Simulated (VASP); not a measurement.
**CuI: single point with PBE**

CuI:

```xyz
2
Lattice="3.6614 0.0000 0.0000 0.0000 3.6614 0.0000 0.0000 0.0000 3.6614" Properties=species:S:1:pos:R:3 pbc="T T T"
Cu    0.0000    0.0000    0.0000
I     1.8307    1.8307    1.8307
```

- Program: VASP 6.6.1
- Task: single point
- Functional: PBE
- Potentials or basis: VASP PAW PBE potentials, release 64 (Cu, I)
- Cutoff: 520 eV
- k mesh: 6 × 6 × 6
- Occupations: fermi-dirac, width 0.02 eV
- Spin: no spin polarisation

```
Pressure               : -0.8 GPa
Band gap on the k mesh : zero (band 9 reaches 5.62 eV, above the bottom of band 10 at 5.21 eV)
```

Levels at points of the mesh, in eV from the Fermi level:
| k point | band 6 | band 7 | band 8 | band 9 | band 10 | band 11 | band 12 | band 13 |
| --- | --- | --- | --- | --- | --- | --- | --- | --- |
| (0.00, 0.00, 0.00) | -1.55 | -1.53 | -1.53 | -1.53 | -0.37 | 5.51 | 5.51 | 10.16 |
| (0.50, 0.00, 0.00) | -1.51 | -1.38 | 0.04 | 0.04 | 3.46 | 3.91 | 6.34 | 6.34 |
| (0.50, 0.50, 0.00) | -1.66 | -1.56 | -1.38 | -0.34 | -0.25 | 7.27 | 7.27 | 7.63 |
| (0.50, 0.50, 0.50) | -1.38 | -0.71 | -0.71 | -0.71 | 1.85 | 1.85 | 1.85 | 1.98 |

It took 21 s on 1 thread of Intel(R) Xeon(R) Platinum 8259CL CPU @ 2.50GHz (Skylake/Cascade Lake), on a shared host, peak memory 0.16 GiB.

Caveat: spin-orbit coupling is left out, which moves the levels of the heavy elements; semilocal functionals often make such compounds metallic where correlation or magnetic order opens a gap, which also shifts bond lengths.
